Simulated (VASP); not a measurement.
# Al16HRu16 (a cell with a defect) in VASP: further runs, part 2 of 2

VASP 6.6.1. The steps go on from the part before.

### 3 Relaxation of the atoms, PBE

INCAR

```
SYSTEM = Al16HRu16
PREC     = Accurate       ! precision mode
ENCUT    = 520            ! plane-wave cutoff, eV
EDIFF    = 1E-6           ! SCF threshold, eV
ISMEAR   = 1              ! smearing method
SIGMA    = 0.1            ! smearing width, eV
LREAL    = Auto         
LASPH    = .True.         ! aspherical terms in the spheres
NELM     = 100            ! most SCF steps
ALGO     = Normal         ! electronic algorithm
ISIF     = 2              ! what is computed and relaxed
LWAVE    = .False.        ! write WAVECAR
LCHARG   = .False.        ! write CHGCAR
GGA      = PE             ! functional
IBRION   = 2              ! ionic algorithm
NSW      = 90             ! ionic steps
EDIFFG   = -0.02          ! ionic threshold
```

KPOINTS

```
regular mesh
0
Gamma
  1 1 1
  0 0 0
```

POSCAR

```
Al16HRu16
1.0
    0.0000000000      6.0068828200      6.0068828200
    6.0068828200      0.0000000000      6.0068828200
    6.0068828200      6.0068828200      0.0000000000
Al Ru H
16 16 1
Direct
    0.0000000000      0.0000000000      0.0000000000
    0.2500000000      0.2500000000      0.2500000000
    0.0000000000      0.0000000000      0.5000000000
    0.2500000000      0.2500000000      0.7500000000
    0.0000000000      0.5000000000      0.0000000000
    0.2500000000      0.7500000000      0.2500000000
    0.0000000000      0.5000000000      0.5000000000
    0.2500000000      0.7500000000      0.7500000000
    0.5000000000      0.0000000000      0.0000000000
    0.7500000000      0.2500000000      0.2500000000
    0.5000000000      0.0000000000      0.5000000000
    0.7500000000      0.2500000000      0.7500000000
    0.5000000000      0.5000000000      0.0000000000
    0.7500000000      0.7500000000      0.2500000000
    0.5000000000      0.5000000000      0.5000000000
    0.7500000000      0.7500000000      0.7500000000
    0.1250000000      0.1250000000      0.1250000000
    0.3750000000      0.3750000000      0.3750000000
    0.1250000000      0.1250000000      0.6250000000
    0.3750000000      0.3750000000      0.8750000000
    0.1250000000      0.6250000000      0.1250000000
    0.3750000000      0.8750000000      0.3750000000
    0.1250000000      0.6250000000      0.6250000000
    0.3750000000      0.8750000000      0.8750000000
    0.6250000000      0.1250000000      0.1250000000
    0.8750000000      0.3750000000      0.3750000000
    0.6250000000      0.1250000000      0.6250000000
    0.8750000000      0.3750000000      0.8750000000
    0.6250000000      0.6250000000      0.1250000000
    0.8750000000      0.8750000000      0.3750000000
    0.6250000000      0.6250000000      0.6250000000
    0.8750000000      0.8750000000      0.8750000000
    0.6875000000      0.5625000000      0.4375000000
```

Potentials or basis: VASP PAW PBE potentials, release 64 (Al, Ru_pv, H).

Command:

```sh
$ cat potpaw_PBE.64/Al/POTCAR potpaw_PBE.64/Ru_pv/POTCAR potpaw_PBE.64/H/POTCAR > POTCAR
$ mpirun -np 1 vasp_gam > vasp.out
```

OUTCAR:

```text
SYSTEM = Al16HRu16
   PREC = Accurate
   ENCUT = 520
   EDIFF = 1E-6
   ISMEAR = 1
   LREAL = Auto
   LASPH = .True.
   NELM = 100
   ISIF = 2
   GGA = PE
   IBRION = 2
   NSW = 90
   EDIFFG = -0.02

 ion  position               nearest neighbor table
   1  0.000  0.000  0.000-  21 2.60  24 2.60  25 2.60  28 2.60  17 2.60  19 2.60  30 2.60  32 2.60
                             8 3.00  10 3.00  12 3.00  14 3.00   4 3.00   6 3.00
   2  0.250  0.250  0.250-  21 2.60  22 2.60  25 2.60  26 2.60  17 2.60  18 2.60  19 2.60  20 2.60
                             7 3.00   9 3.00  11 3.00  13 3.00   3 3.00   5 3.00
   3  0.000  0.000  0.500-  22 2.60  23 2.60  26 2.60  27 2.60  17 2.60  19 2.60  30 2.60  32 2.60
                             8 3.00  10 3.00  12 3.00  16 3.00   2 3.00   6 3.00
   4  0.250  0.250  0.750-  23 2.60  24 2.60  27 2.60  28 2.60  17 2.60  18 2.60  19 2.60  20 2.60
                             7 3.00   9 3.00  11 3.00  15 3.00   1 3.00   5 3.00
   5  0.000  0.500  0.000-  17 2.60  20 2.60  29 2.60  32 2.60  26 2.60  28 2.60  21 2.60  23 2.60
                             8 3.00  10 3.00  14 3.00  16 3.00   2 3.00   4 3.00
   6  0.250  0.750  0.250-  17 2.60  18 2.60  29 2.60  30 2.60  23 2.60  24 2.60  21 2.60  22 2.60
                             7 3.00   9 3.00  13 3.00  15 3.00   1 3.00   3 3.00
   7  0.000  0.500  0.500-  18 2.60  19 2.60  30 2.60  31 2.60  26 2.60  28 2.60  21 2.60  23 2.60
                             6 3.00  12 3.00  14 3.00  16 3.00   2 3.00   4 3.00
   8  0.250  0.750  0.750-  19 2.60  20 2.60  31 2.60  32 2.60  23 2.60  24 2.60  21 2.60  22 2.60
                             5 3.00  11 3.00  13 3.00  15 3.00   1 3.00   3 3.00
   9  0.500  0.000  0.000-  17 2.60  20 2.60  29 2.60  32 2.60  25 2.60  27 2.60  22 2.60  24 2.60
[... 32 lines left out ...]
                            18 3.00  20 3.00  22 3.00  28 3.00  30 3.00  32 3.00
  26  0.875  0.375  0.375-  33 1.68   3 2.60  14 2.60  15 2.60   2 2.60  12 2.60   5 2.60   7 2.60
                            10 2.60  19 3.00  21 3.00  27 3.00  29 3.00  31 3.00  17 3.00
  27  0.625  0.125  0.625-   3 2.60   4 2.60  15 2.60  16 2.60  11 2.60  12 2.60   9 2.60  10 2.60
                            18 3.00  20 3.00  24 3.00  26 3.00  30 3.00  32 3.00
  28  0.875  0.375  0.875-   1 2.60   4 2.60  13 2.60  16 2.60  10 2.60  12 2.60   5 2.60   7 2.60
                            17 3.00  19 3.00  23 3.00  25 3.00  29 3.00  31 3.00
  29  0.625  0.625  0.125-   5 2.60   6 2.60   9 2.60  10 2.60  13 2.60  14 2.60  15 2.60  16 2.60
                            18 3.00  22 3.00  24 3.00  26 3.00  28 3.00  32 3.00
  30  0.875  0.875  0.375-   6 2.60   7 2.60  10 2.60  11 2.60   1 2.60   3 2.60  14 2.60  16 2.60
                            17 3.00  21 3.00  23 3.00  25 3.00  27 3.00  31 3.00
  31  0.625  0.625  0.625-  33 1.68   8 2.60  11 2.60  12 2.60   7 2.60  14 2.60  15 2.60  16 2.60
                            13 2.60  22 3.00  24 3.00  26 3.00  28 3.00  30 3.00  20 3.00
  32  0.875  0.875  0.875-   5 2.60   8 2.60   9 2.60  12 2.60   1 2.60   3 2.60  14 2.60  16 2.60
                            19 3.00  21 3.00  23 3.00  25 3.00  27 3.00  29 3.00
  33  0.688  0.562  0.438-  14 1.68  15 1.68  26 1.68  31 1.68

  LATTYP: Found a face centered cubic cell.
 ALAT       =    12.0137656400

  Lattice vectors:

 A1 = (   0.0000000000,   6.0068828200,   6.0068828200)
 A2 = (   6.0068828200,   0.0000000000,   6.0068828200)
 A3 = (   6.0068828200,   6.0068828200,   0.0000000000)

Analysis of symmetry for initial positions (statically):
=====================================================================
 Subroutine PRICEL returns:
 Original cell was already a primitive cell.

 Routine SETGRP: Setting up the symmetry group for a
 face centered cubic supercell.

 Subroutine GETGRP returns: Found  4 space group operations
 (whereof  2 operations were pure point group operations)
 out of a pool of 48 trial point group operations.

The static configuration has the point symmetry C_1h.
 The point group associated with its full space group is C_2v.

Analysis of symmetry for dynamics (positions and initial velocities):
[... 160 lines left out ...]
   PSTRESS=    0.0 pullay stress
   NELECT =     273.0000    total number of electrons
   NUPDOWN=      -1.0000    fix difference up-down
   EMIN   =  10.00;   EMAX   =-10.00  energy-range for DOS
   EFERMI =   0.00;   METHOD = LEGACY
   ISMEAR =     1;   SIGMA  =   0.10  broadening in eV -4-tet -1-fermi 0-gaus
   EFERMI_NEDOS =   21; number of points for ismear=-14 and -15
   IALGO  =     38    algorithm
   IMIX   =      4    mixing-type and parameters
     AMIX     =   0.40;   BMIX     =  1.00
     AMIX_MAG =   1.60;   BMIX_MAG =  1.00
  volume/ion in A,a.u.               =      13.14        88.65
  Fermi-wavevector in a.u.,A,eV,Ry     =   1.403255  2.651767 26.791561  1.969124
  Thomas-Fermi vector in A             =   2.525935
   LORBIT       =      0    0 simple, 1 ext, 2 COOP (PROOUT), +10 PAW based schemes
   GGA     = PE    functional components
   LHFCALC =     F    Hartree Fock is set to
   AEXX    =    0.0000 exact exchange contribution
   IVDW    =     0    specifies the selected vdW correction
   LEPSILON=     F    determine dielectric tensor
   LRPA    =     F    only Hartree local field effects (RPA)
 conjugate gradient relaxation of ions
 non-spin polarized calculation
 Methfessel and Paxton  Order N= 1 SIGMA  =   0.10
  energy-cutoff  :      520.00
  volume of cell :      433.49
 maximum number of plane-waves:      5788
 NGX is ok and might be reduce to    64
   NGX = 31   NGY = 31   NGZ = 31

--------------------------------------- Ionic step        1  -------------------------------------------

 number of electron     273.0000092 magnetization

 Free energy of the ion-electron system (eV)
  ---------------------------------------------------
  ext. energy  EPLUGINS =         0.00000000
  ---------------------------------------------------
  free energy    TOTEN  =      -240.01865062 eV

  energy without entropy =     -239.93975435  energy(sigma->0) =     -239.99235187

------------------------ aborting loop because EDIFF is reached ----------------------------------------

  FORCE on cell =-STRESS in cart. coord.  units (eV):
  Direction    XX          YY          ZZ          XY          YZ          ZX
  --------------------------------------------------------------------------------------
  -------------------------------------------------------------------------------------
  Total       -9.6620004     -9.8287537     -8.2275458      0.0000000      0.0000000      0.0000000
  in kB      -35.7108474    -36.3271694    -30.4090895      0.0000000      0.0000000      0.0000000
  external PRESSURE =     -34.1490355 kB  Pullay stress =       0.0000000 kB
[... 182 lines left out ...]
  FREE ENERGIE OF THE ION-ELECTRON SYSTEM (eV)
  ---------------------------------------------------
  free  energy   TOTEN  =      -240.2873359880 eV

  energy  without entropy=     -240.2079530222  energy(sigma->0) =     -240.26087500

[... ionic steps 4 to 10 ...]

--------------------------------------- Ionic step       11  -------------------------------------------

 number of electron     273.0000061 magnetization

------------------------ aborting loop because EDIFF is reached ----------------------------------------
[... 129 lines left out ...]
--------------------------------------- Ionic step       13  -------------------------------------------

 number of electron     273.0000060 magnetization

 Free energy of the ion-electron system (eV)
  ---------------------------------------------------
  ext. energy  EPLUGINS =         0.00000000
  ---------------------------------------------------
  free energy    TOTEN  =      -240.31573568 eV

  energy without entropy =     -240.23684872  energy(sigma->0) =     -240.28944002

 E-fermi :  10.4684     XC(G=0): -12.5496

 val. band max:       10.4555886221   @ k =   0.0000   0.0000   0.0000
 cond. band min:      10.4701852659   @ k =   0.0000   0.0000   0.0000
 fundamental gap:      0.0145966439
 Fermi energy:        10.4683969842

 k-point     1 :       0.0000    0.0000    0.0000
  band No.  band energies     occupation
      1     -31.9716      2.00000
      2     -31.8847      2.00000
      3     -31.7739      2.00000
      4     -31.7686      2.00000
      5     -31.7540      2.00000
      6     -31.7487      2.00000
[... 140 lines left out ...]
    147      12.5443      0.00000
    148      12.5540      0.00000
 [bands above 148 left out]

------------------------ aborting loop because EDIFF is reached ----------------------------------------

  FORCE on cell =-STRESS in cart. coord.  units (eV):
  Direction    XX          YY          ZZ          XY          YZ          ZX
  --------------------------------------------------------------------------------------
  -------------------------------------------------------------------------------------
  Total       -9.8818174     -9.9135332     -9.2415929      0.0000000      0.0000000      0.0000000
  in kB      -36.5232934    -36.6405153    -34.1570175      0.0000000      0.0000000      0.0000000
  external PRESSURE =     -35.7736088 kB  Pullay stress =       0.0000000 kB
[... 48 lines left out ...]
  FREE ENERGIE OF THE ION-ELECTRON SYSTEM (eV)
  ---------------------------------------------------
  free  energy   TOTEN  =      -240.3157356760 eV

  energy  without entropy=     -240.2368487160  energy(sigma->0) =     -240.28944002

 reached required accuracy - stopping structural energy minimisation
```

It took 18 min on 1 thread of AMD EPYC 7R43 (Zen 3), shared host; peak memory 0.6 GiB.

Results:

```yaml
Free_energy: -240.3157 eV
Energy_gained_by_relaxing: 9.0 meV/atom
Ionic_steps: 13
Pressure_after_relaxing: -3.6 GPa
Largest_force_after_relaxing: 0.018 eV/Å
Band_gap_on_the_k_mesh: zero (an odd number of electrons rules out a gap without spin polarisation)
```

Forces in eV/Å, atoms in the order of the input:
```
Al   0.000  0.003  0.003
Al   0.004 -0.001 -0.001
Al   0.004 -0.001  0.001
Al   0.000  0.003 -0.003
Al  -0.001  0.001  0.000
Al   0.000 -0.001  0.000
Al   0.000  0.003  0.005
Al   0.001  0.001  0.000
Al   0.000 -0.001  0.000
Al  -0.001  0.001  0.000
Al   0.001  0.001  0.000
Al   0.000  0.003 -0.005
Al  -0.004 -0.001  0.001
Al   0.000 -0.001  0.004
Al   0.000 -0.001 -0.004
Al  -0.004 -0.001 -0.001
Ru   0.002  0.002  0.000
Ru  -0.002 -0.001  0.003
Ru   0.000  0.002  0.000
Ru   0.000 -0.001 -0.001
Ru   0.000 -0.001  0.001
Ru   0.000  0.002  0.000
Ru   0.002 -0.001  0.003
Ru  -0.002  0.002  0.000
Ru   0.002 -0.001 -0.003
Ru   0.004  0.000  0.000
Ru   0.000 -0.001 -0.001
Ru   0.000  0.002  0.000
Ru   0.000  0.002  0.000
Ru   0.000 -0.001  0.001
Ru  -0.004  0.000  0.000
Ru  -0.002 -0.001 -0.003
H    0.000 -0.018  0.000
```

The path:
| step | energy change (eV) | largest force (eV/Å) | pressure (GPa) |
| --- | --- | --- | --- |
| 1 | 0.0000 | 2.0514 | -3.41 |
| 2 | -0.2686 | 0.4170 | -3.59 |
| 3 | -0.2687 | 0.4347 | -3.59 |
| 4 | -0.2931 | 0.0775 | -3.57 |
| 5 | -0.2932 | 0.0814 | -3.57 |
| 6 | -0.2958 | 0.0436 | -3.57 |
| 7 | -0.2961 | 0.0426 | -3.57 |
| 8 | -0.2967 | 0.0288 | -3.57 |
| 9 | -0.2969 | 0.0301 | -3.57 |
| 10 | -0.2969 | 0.0299 | -3.57 |
| 11 | -0.2970 | 0.0250 | -3.57 |
| 12 | -0.2970 | 0.0222 | -3.57 |
| 13 | -0.2971 | 0.0175 | -3.58 |

Final structure:
```xyz
33
Lattice="0.0000 6.0069 6.0069 6.0069 0.0000 6.0069 6.0069 6.0069 0.0000" Properties=species:S:1:pos:R:3 pbc="T T T"
Al    6.0069    6.0089    0.0112
Al    2.9940    3.0083    3.0055
Al    9.0009    3.0083    6.0048
Al    6.0069    6.0089    2.9922
Al    9.0066    6.0057    3.0069
Al    6.0069    3.0043    6.0083
Al    6.0069    3.0158    3.0084
Al    9.0140    6.0057    6.0034
Al    6.0069    3.0043    9.0089
Al    2.9998    6.0057    6.0034
Al    3.0071    6.0057    3.0069
Al    6.0069    9.0227    6.0019
Al    3.0129    3.0083    6.0048
Al    6.0069    5.9547    9.1259
Al    6.0069    5.9547    5.8913
Al    9.0198    9.0152    9.0124
Ru    1.5000    1.5034    1.5017
Ru    4.4940    4.4969    4.4943
Ru    4.5017    4.5067    1.5017
Ru    7.5104    7.5132    4.5040
Ru    4.5034    1.5063    4.5063
Ru    7.5048    4.5138    7.5086
Ru    7.5197    4.4969    4.4943
Ru   10.5138    7.5103    7.5086
Ru    1.5128    4.4969    4.5160
Ru    4.4689    7.5197    7.5086
Ru    4.5034    7.5132    4.5040
Ru    7.5120   10.5136    7.5086
Ru    4.5089    4.5138    7.5086
Ru    7.5104    7.5132   10.5132
Ru    7.5448    7.5197    7.5086
Ru   10.5009   10.5038   10.5229
H     6.0069    6.7852    7.5086
```

Levels at points of the mesh, in eV from the Fermi level:
```tsv
k point	band 132	band 133	band 134	band 135	band 136	band 137	band 138	band 139	band 140	band 141
(0.00, 0.00, 0.00)	-1.23	-1.21	-1.20	-1.19	-0.01	0.00	0.01	0.23	0.23	0.26
```

Caveat: the k points lie up to 0.91 Å⁻¹ apart, too coarse for converged energies and pressures of a metal.
